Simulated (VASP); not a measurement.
Si4O7 (a cell with a defect): single point with PBEsol

System: Si4O7 (a cell with a defect).

```
CELL_PARAMETERS angstrom
5.02807 0.00000 0.00000
0.00000 5.02807 0.00000
0.00000 0.00000 7.00887
ATOMIC_POSITIONS crystal
Si 0.29807 0.29807 0.00000
Si 0.20193 0.79807 0.25000
Si 0.70193 0.70193 0.50000
Si 0.79807 0.20193 0.75000
O 0.39805 0.73956 0.42838
O 0.76044 0.89805 0.67838
O 0.60195 0.26044 0.92838
O 0.73956 0.39805 0.57162
O 0.89805 0.76044 0.32162
O 0.23361 0.11483 0.20882
O 0.10195 0.23956 0.82162
```

This cell differs from its parent crystal: atoms taken out, atom 10 moved 1.000 of the way to it and +0.225 Å across, host rigid.

```json
{
 "Program": "VASP 6.6.1",
 "Task": "single point",
 "Functional": "PBEsol",
 "Potentials or basis": "VASP PAW PBE potentials, release 64 (Si, O)",
 "Cutoff": "520 eV",
 "k mesh": "4 × 4 × 4",
 "Occupations": "gaussian, width 0.05 eV",
 "Spin": "no spin polarisation"
}
```

```yaml
Pressure: -1.9 GPa
Largest_force: 3.833 eV/Å
Band_gap_on_the_k_mesh: 2.76 eV
```

Forces in eV/Å, atoms in the order of the input:
```
Si  -0.771  1.463  3.458
Si   0.347 -1.785 -1.109
Si  -0.158 -0.073 -0.357
Si  -0.176 -0.094 -0.589
O    0.332 -0.265  0.548
O    0.052  0.103  0.236
O   -0.102 -0.138  0.247
O    0.071 -0.132  0.271
O   -0.423 -0.184  0.129
O    0.636  1.290 -2.979
O    0.192 -0.186  0.147
```

Stress tensor (GPa, compression positive):
```
 1.65  0.65  1.30
 0.65 -3.49 -2.00
 1.30 -2.00 -3.77
```

Levels at points of the mesh, in eV from the valence-band top:
```tsv
k point	band 25	band 26	band 27	band 28	band 29	band 30	band 31	band 32	band 33	band 34
(0.00, 0.00, 0.00)	-3.08	-2.66	-2.52	-2.09	-0.97	3.54	4.39	5.58	6.19	6.35
(0.50, 0.00, 0.00)	-3.08	-2.77	-2.62	-2.55	-0.68	3.55	4.59	5.53	6.39	6.80
(0.00, 0.50, 0.00)	-3.11	-2.83	-2.60	-2.26	-0.05	2.76	5.09	5.66	5.96	6.49
(0.50, 0.50, 0.00)	-3.22	-2.95	-2.63	-2.34	-0.09	3.04	5.01	5.45	6.46	6.77
(0.00, 0.00, 0.50)	-2.84	-2.79	-2.57	-2.27	-0.70	3.09	4.64	5.77	6.05	6.40
(0.50, 0.00, 0.50)	-3.07	-2.85	-2.53	-2.33	-0.82	3.62	5.08	5.49	5.92	6.50
(0.00, 0.50, 0.50)	-3.12	-2.98	-2.61	-2.06	-0.13	2.89	5.06	5.60	6.07	6.55
(0.50, 0.50, 0.50)	-3.17	-2.93	-2.76	-2.40	0.00	3.01	5.12	5.37	6.85	7.03
```

It took 6.1 min on 1 thread of Oxide Virtual Turin-like Processor, on a shared host, peak memory 0.34 GiB.

Caveat: the cell differs from its parent crystal (atoms taken out, atom 10 moved 1.000 of the way to it and +0.225 Å across, host rigid); the PAW data sets were made with another functional, which shifts forces and pressure a little.
